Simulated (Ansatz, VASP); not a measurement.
## MgS: VASP beside Ansatz

File INCAR:

```
PREC = Accurate ; ENCUT = 600
EDIFF = 1E-6 ; ISMEAR = 0
SIGMA = 0.02 ; LREAL = F
LASPH = T ; NELM = 120
ALGO = Normal ; ISIF = 2
LWAVE = F ; LCHARG = F
GGA = CA ; NBANDS = 11
GGA_COMPAT = F
```

File KPOINTS:

```
regular mesh
0
Gamma
  8 8 8
```

POSCAR

```
MgS
1.0
    0.0000000000      2.7969341655      2.7969341655
    2.7969341655      0.0000000000      2.7969341655
    2.7969341655      2.7969341655      0.0000000000
Mg S
1 1
Direct
    0.0000000000      0.0000000000      0.0000000000
    0.2500000000      0.2500000000      0.2500000000
```

Input for Ansatz:

```yaml
crystal:
  lattice:
    - [0.0, 2.7969341655, 2.7969341655]
    - [2.7969341655, 0.0, 2.7969341655]
    - [2.7969341655, 2.7969341655, 0.0]
  atoms:
    - { symbol: Mg, position: [0.0, 0.0, 0.0] }
    - { symbol: S, position: [0.25, 0.25, 0.25] }
basis:
  ecutwfc: 420
kpoints:
  mp_grid: { grid: [8, 8, 8] }
  band_path:
    path:
      - [[0.0, 0.0, 0.0], [-0.5, -0.5, 0.0], [-0.375, -0.375, 0.25]]
      - [[-0.375, 0.0, 0.375], [0.0, 0.0, 0.0], [0.0, 0.0, 0.5], [-0.5, -0.25, 0.25], [-0.5, -0.5, 0.0]]
    npoints: 10
hamiltonian:
  xc: lda
scf:
  occupations: { method: gaussian, width: 0.02 }
  n_extra_bands: 7
output:
  forces: true
  stress: true
  eigenvalues: true
```

Alike in both runs: task single point; functional LDA; k mesh 8 × 8 × 8; occupations gaussian, width 0.02 eV; no spin polarisation.

```csv
,VASP,Ansatz
version,VASP 6.6.1,Ansatz 0.2.0
potentials or method,"VASP PAW LDA potentials, release 64 (Mg, S), cutoff 600 eV","scalar-relativistic, plane waves, PAW"
valence electrons in the cell,8,16
```

|  | VASP | Ansatz | Ansatz less VASP |
| --- | --- | --- | --- |
| gap on the k mesh at the Fermi level (eV) | 3.38 | 3.37 | -0.012 |
| least direct gap on the mesh (eV) | 3.38 | 3.37 | -0.012 |
| pressure (GPa) | -0.3 | 0.0 | +0.32 |

LDA's correlation is that of Perdew and Zunger in VASP and of Perdew and Wang (1992) in Ansatz. VASP's potentials hold 8 valence electrons a cell and Ansatz's 16, so a difference there can come from the potentials and not from the codes.
